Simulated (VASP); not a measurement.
# CdS in VASP: a series of runs

The runs below take CdS through single point, with PBE, r2SCAN.

Everything below comes from runs of VASP 6.6.1. Logs are shortened: lines on timing, memory, paths and dates and some standing lists are left out, and cuts for length are marked.

## 1. The cell of the first run

Symmetry: I4/mmm, No. 139, tetragonal system. The conventional cell has a = 3.768 Å, b = 3.768 Å, c = 5.454 Å, α = 90.00°, β = 90.00°, γ = 90.00°. Cd (site symmetry 4/mmm) has 6 S at 2.66 to 2.73 Å within 3.5 Å. Within 3.5 Å of S (site symmetry 4/mmm) lie 6 Cd at 2.66 to 2.73 Å.

## 2. Single point, PBE (biaxial xy strain -2.3%)

INCAR reads:

```
  PREC = Accurate
  ENCUT = 520
  EDIFF = 1E-7
  ISMEAR = -1
  SIGMA = 0.02
  LREAL = F
  LASPH = T
  NELM = 100
  ALGO = Normal
  ISIF = 2
  LWAVE = F
  LCHARG = F
  GGA = PE
  NBANDS = 16
```

KPOINTS reads:

```
Automatic mesh
0
Gamma
  8 8 8
```

POSCAR reads:

```
CdS
1.0
    0.0000000000      2.6643333603      2.7267765431
    2.6643333603      0.0000000000      2.7267765431
    2.6643333603      2.6643333603      0.0000000000
Cd S
1 1
Direct
    0.0000000000      0.0000000000      0.0000000000
    0.5000000000      0.5000000000      0.5000000000
```

Potentials or basis: VASP PAW PBE potentials, release 64 (Cd, S).

Run with:

```bash
> cat potpaw_PBE.64/Cd/POTCAR potpaw_PBE.64/S/POTCAR > POTCAR
> mpirun -np 1 vasp_std > vasp.out
```

OUTCAR:

```text
PREC = Accurate
   ENCUT = 520
   EDIFF = 1E-7
   ISMEAR = -1
   LREAL = F
   LASPH = T
   NELM = 100
   ISIF = 2
   GGA = PE

 ion  position               nearest neighbor table
   1  0.000  0.000  0.000-   2 2.66   2 2.66   2 2.66   2 2.66   2 2.73   2 2.73
   2  0.500  0.500  0.500-   1 2.66   1 2.66   1 2.66   1 2.66   1 2.73   1 2.73

  LATTYP: Found a body centered tetragonal cell.
 ALAT       =     3.7679363728
 C/A-ratio  =     1.4473580620

  Lattice vectors:

 A1 = (  -2.6643333603,   0.0000000000,   2.7267765431)
 A2 = (   2.6643333603,   0.0000000000,   2.7267765431)
 A3 = (   0.0000000000,   2.6643333603,  -2.7267765431)

Analysis of symmetry for initial positions (statically):
=====================================================================
 Subroutine PRICEL returns:
 Original cell was already a primitive cell.

 Routine SETGRP: Setting up the symmetry group for a
 body centered tetragonal supercell.

 Subroutine GETGRP returns: Found 16 space group operations
 (whereof 16 operations were pure point group operations)
 out of a pool of 16 trial point group operations.

The static configuration has the point symmetry D_4h.

Analysis of symmetry for dynamics (positions and initial velocities):
=====================================================================
 Subroutine PRICEL returns:
 Original cell was already a primitive cell.

 Routine SETGRP: Setting up the symmetry group for a
 body centered tetragonal supercell.

 Subroutine GETGRP returns: Found 16 space group operations
 (whereof 16 operations were pure point group operations)
 out of a pool of 16 trial point group operations.

The dynamic configuration has the point symmetry D_4h.

 Subroutine INISYM returns: Found 16 space group operations
 (whereof 16 operations are pure point group operations),
 and found     1 'primitive' translations

----------------------------------------------------------------------------------------

                                     Primitive cell

  volume of cell :      38.7130

  direct lattice vectors                    reciprocal lattice vectors
     0.000000000  2.664333360  2.726776543    -0.187664204  0.187664204  0.183366694
     2.664333360  0.000000000  2.726776543     0.187664204 -0.187664204  0.183366694
     2.664333360  2.664333360  0.000000000     0.187664204  0.187664204 -0.183366694

  length of vectors
     3.812346072  3.812346072  3.767936373     0.322581853  0.322581853  0.322581853

  position of ions in fractional coordinates (direct lattice)
     0.000000000  0.000000000  0.000000000
     0.500000000  0.500000000  0.500000000

  ion indices of the primitive-cell ions
   primitive index   ion index
                 1           1
                 2           2

----------------------------------------------------------------------------------------

 KPOINTS: Automatic mesh

Automatic generation of k-mesh.
 Grid dimensions read from file:
 generate k-points for:    8    8    8

 Generating k-lattice:

  Cartesian coordinates                     Fractional coordinates (reciprocal lattice)
    -0.023458026  0.023458026  0.022920837     0.125000000  0.000000000  0.000000000
     0.023458026 -0.023458026  0.022920837     0.000000000  0.125000000  0.000000000
     0.023458026  0.023458026 -0.022920837     0.000000000  0.000000000  0.125000000

  Length of vectors
     0.040322732  0.040322732  0.040322732

  Shift w.r.t. Gamma in fractional coordinates (k-lattice)
     0.000000000  0.000000000  0.000000000

 Subroutine IBZKPT returns following result:
 ===========================================

 Found     59 irreducible k-points:

 Following reciprocal coordinates:
            Coordinates               Weight
  0.000000  0.000000  0.000000      1.000000
  0.125000  0.000000  0.000000      8.000000
  0.250000  0.000000  0.000000      8.000000
  0.375000  0.000000  0.000000      8.000000
  0.500000  0.000000  0.000000      4.000000
  0.125000  0.125000  0.000000      2.000000
[... 16 lines left out ...]
  0.250000  0.000000  0.125000     16.000000
  0.375000  0.000000  0.125000     16.000000
 [... further k-points ...]
   k-points           NKPTS =     59   k-points in BZ     NKDIM =     59   number of bands    NBANDS=     16
   number of dos      NEDOS =    301   number of ions     NIONS =      2
   total plane-waves  NPLWV =  21952
   dimension x,y,z NGX =    28 NGY =   28 NGZ =   28
   dimension x,y,z NGXF=    56 NGYF=   56 NGZF=   56
   ions per type =               1   1
   NGX,Y,Z   is equivalent  to a cutoff of  12.21, 12.21, 12.35 a.u.
   NGXF,Y,Z  is equivalent  to a cutoff of  24.42, 24.42, 24.71 a.u.
 SYSTEM =  unknown system
   PREC   = accura    normal or accurate (medium, high low for compatibility)
   ISTART =      0    job   : 0-new  1-cont  2-samecut
   ICHARG =      2    charge: 1-file 2-atom 10-const
   ISPIN  =      1    spin polarized calculation?
   LNONCOLLINEAR =      F non collinear calculations
   LSORBIT =      F    spin-orbit coupling
   LASPH  =      T    aspherical Exc in radial PAW
   ENCUT  =  520.0 eV  38.22 Ry    6.18 a.u.   7.09  7.09  7.01*2*pi/ulx,y,z
   NELM   =    100;   NELMIN=  2; NELMDL= -5     # of ELM steps
   EDIFF  = 0.1E-06   stopping-criterion for ELM
   LREAL  =      F    real-space projection
   EDIFFG = 0.1E-05   stopping-criterion for IOM
   NSW    =      0    number of steps for IOM
   IBRION =     -1    ionic relax: 0-MD 1-quasi-New 2-CG
   NFREE  =      0    steps in history (QN), initial steepest desc. (CG)
   ISIF   =      2    stress and relaxation
   ISYM   =      2    0-nonsym 1-usesym 2-fastsym
   POTIM  = 0.5000    time-step for ionic-motion
   TEBEG  =    0.0;   TEEND  =   0.0 temperature during run
   PSTRESS=    0.0 pullay stress
   NELECT =      18.0000    total number of electrons
   NUPDOWN=      -1.0000    fix difference up-down
   EMIN   =  10.00;   EMAX   =-10.00  energy-range for DOS
   EFERMI =   0.00;   METHOD = LEGACY
   ISMEAR =    -1;   SIGMA  =   0.02  broadening in eV -4-tet -1-fermi 0-gaus
   EFERMI_NEDOS =   21; number of points for ismear=-14 and -15
   IALGO  =     38    algorithm
   IMIX   =      4    mixing-type and parameters
     AMIX     =   0.40;   BMIX     =  1.00
     AMIX_MAG =   1.60;   BMIX_MAG =  1.00
  volume/ion in A,a.u.               =      19.36       130.62
  Fermi-wavevector in a.u.,A,eV,Ry     =   1.268275  2.396692 21.885264  1.608522
  Thomas-Fermi vector in A             =   2.401378
   LORBIT       =      0    0 simple, 1 ext, 2 COOP (PROOUT), +10 PAW based schemes
   GGA     = PE    functional components
[... 5 lines left out ...]
 non-spin polarized calculation
  energy-cutoff  :      520.00
  volume of cell :       38.71
 maximum number of plane-waves:      1058
   NGX = 15   NGY = 15   NGZ = 13

 number of electron      18.0000007 magnetization

 Free energy of the ion-electron system (eV)
  ---------------------------------------------------
  ext. energy  EPLUGINS =         0.00000000
  ---------------------------------------------------
  free energy    TOTEN  =        -5.81576468 eV

  energy without entropy =       -5.81569148  energy(sigma->0) =       -5.81572808

 E-fermi :   3.6275     XC(G=0): -10.6784

 val. band max:        3.5489401299   @ k =   0.5000   0.0000   0.0000
 cond. band min:       3.6867208488   @ k =   0.5000   0.0000   0.5000
 fundamental gap:      0.1377807190
 Fermi energy:         3.6274990005

 k-point     1 :       0.0000    0.0000    0.0000
  band No.  band energies     occupation
      1      -9.7339      2.00000
      2      -4.2944      2.00000
      3      -4.2739      2.00000
      4      -4.2662      2.00000
      5      -4.2567      2.00000
      6      -4.2567      2.00000
[... 8 lines left out ...]
     15      14.8598      0.00000
     16      15.5348      0.00000

 k-point     2 :       0.1250    0.0000    0.0000
  band No.  band energies     occupation
      1      -9.5856      2.00000
      2      -4.3318      2.00000
      3      -4.3250      2.00000
      4      -4.2916      2.00000
      5      -4.2380      2.00000
      6      -4.2260      2.00000
[... 8 lines left out ...]
     15      14.0136      0.00000
     16      14.8895      0.00000

 k-point     3 :       0.2500    0.0000    0.0000
  band No.  band energies     occupation
      1      -9.1844      2.00000
      2      -4.4696      2.00000
      3      -4.4506      2.00000
      4      -4.3625      2.00000
      5      -4.1519      2.00000
      6      -4.1467      2.00000
[... 8 lines left out ...]
     15      14.4016      0.00000
     16      14.6536      0.00000

 k-point     4 :       0.3750    0.0000    0.0000
  band No.  band energies     occupation
      1      -8.6932      2.00000
      2      -4.5999      2.00000
      3      -4.5758      2.00000
      4      -4.5079      2.00000
      5      -4.0655      2.00000
      6      -4.0601      2.00000
[... 8 lines left out ...]
     15      15.6135      0.00000
     16      15.7361      0.00000

 k-point     5 :       0.5000    0.0000    0.0000
  band No.  band energies     occupation
      1      -8.4473      2.00000
      2      -4.6518      2.00000
      3      -4.6457      2.00000
      4      -4.5954      2.00000
      5      -4.0313      2.00000
      6      -4.0212      2.00000
[... 8 lines left out ...]
     15      16.4667      0.00000
     16      16.6436      0.00000

 k-point     6 :       0.1250    0.1250    0.0000
  band No.  band energies     occupation
      1      -9.5573      2.00000
      2      -4.3638      2.00000
      3      -4.3205      2.00000
      4      -4.2570      2.00000
      5      -4.2237      2.00000
      6      -4.2237      2.00000
[... 8 lines left out ...]
     15      16.2844      0.00000
     16      16.4551      0.00000

 k-point     7 :       0.2500    0.1250    0.0000
  band No.  band energies     occupation
      1      -9.2724      2.00000
      2      -4.4502      2.00000
      3      -4.3480      2.00000
      4      -4.3299      2.00000
      5      -4.1733      2.00000
      6      -4.1393      2.00000
[... 8 lines left out ...]
     15      15.6424      0.00000
     16      16.1832      0.00000

 k-point     8 :       0.3750    0.1250    0.0000
  band No.  band energies     occupation
      1      -8.8406      2.00000
      2      -4.5136      2.00000
      3      -4.4692      2.00000
      4      -4.4130      2.00000
      5      -4.0914      2.00000
      6      -4.0547      2.00000
[... 8 lines left out ...]
     15      16.2502      0.00000
     16      16.3131      0.00000

 k-point     9 :       0.5000    0.1250    0.0000
  band No.  band energies     occupation
      1      -8.5034      2.00000
      2      -4.5874      2.00000
      3      -4.5422      2.00000
      4      -4.4985      2.00000
      5      -4.0227      2.00000
      6      -4.0181      2.00000
[... 8 lines left out ...]
     15      16.6446      0.00000
     16      17.3820      0.00000
[... 172 lines left out ...]
 k-point    19 :       0.5000    0.3750    0.0000
  band No.  band energies     occupation
      1      -8.7240      2.00000
      2      -4.4478      2.00000
      3      -4.2360      2.00000
      4      -4.0307      2.00000
      5      -3.9701      2.00000
      6      -3.4833      2.00000
[... 8 lines left out ...]
     15      17.8353      0.00000
     16      18.7215      0.00000

 k-point    20 :      -0.3750    0.3750    0.0000
  band No.  band energies     occupation
      1      -8.5835      2.00000
      2      -4.4302      2.00000
      3      -4.3859      2.00000
      4      -4.1341      2.00000
      5      -3.9877      2.00000
      6      -3.5270      2.00000
[... 8 lines left out ...]
     15      16.4969      0.00000
     16      19.4596      0.00000

 k-point    21 :       0.5000    0.5000    0.0000
  band No.  band energies     occupation
      1      -8.7620      2.00000
      2      -4.4722      2.00000
      3      -4.1578      2.00000
      4      -3.9504      2.00000
      5      -3.9504      2.00000
      6      -3.1933      2.00000
[... 8 lines left out ...]
     15      18.2437      0.00000
     16      18.2619      0.00000

 k-point    22 :       0.1250    0.0000    0.1250
  band No.  band energies     occupation
      1      -9.5365      2.00000
      2      -4.4030      2.00000
      3      -4.2852      2.00000
      4      -4.2589      2.00000
      5      -4.2484      2.00000
      6      -4.2275      2.00000
[... 8 lines left out ...]
     15      15.9381      0.00000
     16      16.1900      0.00000

 k-point    23 :       0.2500    0.0000    0.1250
  band No.  band energies     occupation
      1      -9.2363      2.00000
      2      -4.5129      2.00000
      3      -4.3274      2.00000
      4      -4.3245      2.00000
      5      -4.1886      2.00000
      6      -4.1421      2.00000
[... 8 lines left out ...]
     15      15.5707      0.00000
     16      16.2309      0.00000

 k-point    24 :       0.3750    0.0000    0.1250
  band No.  band energies     occupation
      1      -8.8047      2.00000
      2      -4.5791      2.00000
      3      -4.4563      2.00000
      4      -4.3998      2.00000
      5      -4.1044      2.00000
      6      -4.0508      2.00000
[... 8 lines left out ...]
     15      16.3283      0.00000
     16      16.4686      0.00000

 [... further k-points ...]

------------------------ aborting loop because EDIFF is reached ----------------------------------------

  FORCE on cell =-STRESS in cart. coord.  units (eV):
  Direction    XX          YY          ZZ          XY          YZ          ZX
  --------------------------------------------------------------------------------------
  -------------------------------------------------------------------------------------
  Total        1.7743246      1.7743246      1.1552672      0.0000000     -0.0000000      0.0000000
  in kB       73.4322765     73.4322765     47.8119373      0.0000000     -0.0000000      0.0000000
  external PRESSURE =      64.8921634 kB  Pullay stress =       0.0000000 kB

 VOLUME and BASIS-vectors are now :
 -----------------------------------------------------------------------------
  energy-cutoff  :      520.00
  volume of cell :       38.71
      direct lattice vectors                 reciprocal lattice vectors
     0.000000000  2.664333360  2.726776543    -0.187664204  0.187664204  0.183366694
     2.664333360  0.000000000  2.726776543     0.187664204 -0.187664204  0.183366694
     2.664333360  2.664333360  0.000000000     0.187664204  0.187664204 -0.183366694

 POSITION                                       TOTAL-FORCE (eV/Angst)
 -----------------------------------------------------------------------------------
      0.00000      0.00000      0.00000         0.000000      0.000000      0.000000
      2.66433      2.66433      2.72678        -0.000000     -0.000000     -0.000000
 -----------------------------------------------------------------------------------
    total drift:                                0.000000      0.000000      0.000000

  FREE ENERGIE OF THE ION-ELECTRON SYSTEM (eV)
  ---------------------------------------------------
  free  energy   TOTEN  =        -5.8157646831 eV

  energy  without entropy=       -5.8156914847  energy(sigma->0) =       -5.81572808
```

It took 44 s on 1 thread of AMD EPYC 7R13 (Zen 3), shared host; peak memory 0.14 GiB.

What came out:

```yaml
Free_energy: -5.8158 eV
Pressure: 6.5 GPa
Band_gap_on_the_k_mesh: 0.14 eV (least direct gap 1.96 eV)
```

Stress tensor (GPa, compression positive):
```
7.34 0.00 0.00
0.00 7.34 0.00
0.00 0.00 4.78
```

Caveat: the cell differs from its parent crystal (biaxial xy strain -2.3%); the cell stands under pressure.

## 3. Single point, r2SCAN (epitaxial 111 strain -1.3%)

POSCAR reads:

```
CdS
1.0
    0.0452274041      2.7357378192      2.7357378192
    2.7357378192      0.0452274041      2.7357378192
    2.7357378192      2.7357378192      0.0452274041
Cd S
1 1
Direct
    0.0000000000      0.0000000000      0.0000000000
    0.5000000000      0.5000000000      0.5000000000
```

INCAR.step1 reads:

```
  PREC = Accurate
  ENCUT = 520
  ISMEAR = 0
  SIGMA = 0.01
  LREAL = F
  LASPH = T
  NELM = 100
  NBANDS = 16
  GGA = PE
  ALGO = Normal
  EDIFF = 1E-4
  LWAVE = T
  LCHARG = F
```

INCAR.step2 reads:

```
  PREC = Accurate
  ENCUT = 520
  EDIFF = 1E-6
  ISMEAR = 0
  SIGMA = 0.01
  LREAL = F
  LASPH = T
  NELM = 100
  ALGO = Normal
  ISIF = 2
  LWAVE = F
  LCHARG = T
  METAGGA = R2SCAN
  LMIXTAU = T
  LELF = T
  LVHAR = T
  NBANDS = 16
  ISTART = 1
```

KPOINTS reads:

```
regular mesh
0
Gamma
  8 8 8
```

Potentials or basis: VASP PAW PBE potentials, release 64 (Cd, S).

Run with:

```bash
> cat potpaw_PBE.64/Cd/POTCAR potpaw_PBE.64/S/POTCAR > POTCAR
> cp INCAR.step1 INCAR
> mpirun -np 1 vasp_std > vasp.out
> cp INCAR.step2 INCAR
> mpirun -np 1 vasp_std > vasp.out
```

Wall time 2.8 min (1 thread of AMD EPYC 7R13 (Zen 3), shared host); peak memory 0.16 GiB.

The run converged. Its results:

| Property | Result |
| --- | --- |
| Free energy | -29.5160 eV |
| Pressure | 1.8 GPa |
| Band gap on the k mesh | 0.67 eV (least direct gap 2.38 eV) |

Stress tensor (GPa, compression positive):
```
 1.80 -0.63 -0.63
-0.63  1.80 -0.63
-0.63 -0.63  1.80
```

Levels at points of the mesh, in eV from the valence-band top:
| k point | band 7 | band 8 | band 9 | band 10 | band 11 | band 12 |
| --- | --- | --- | --- | --- | --- | --- |
| (0.00, 0.00, 0.00) | -1.00 | -0.79 | -0.79 | 1.59 | 9.44 | 9.80 |
| (0.50, 0.00, 0.00) | -5.02 | -0.11 | -0.06 | 3.92 | 6.24 | 6.42 |
| (0.50, 0.50, 0.00) | -4.52 | -2.42 | -2.23 | 0.67 | 6.34 | 10.79 |
| (0.50, 0.50, 0.50) | -5.17 | 0.00 | 0.00 | 4.15 | 6.58 | 6.58 |

Caveat: the cell differs from its parent crystal (epitaxial 111 strain -1.3%); the PAW data sets were made with another functional, which shifts forces and pressure a little. A k mesh can miss the band edges.
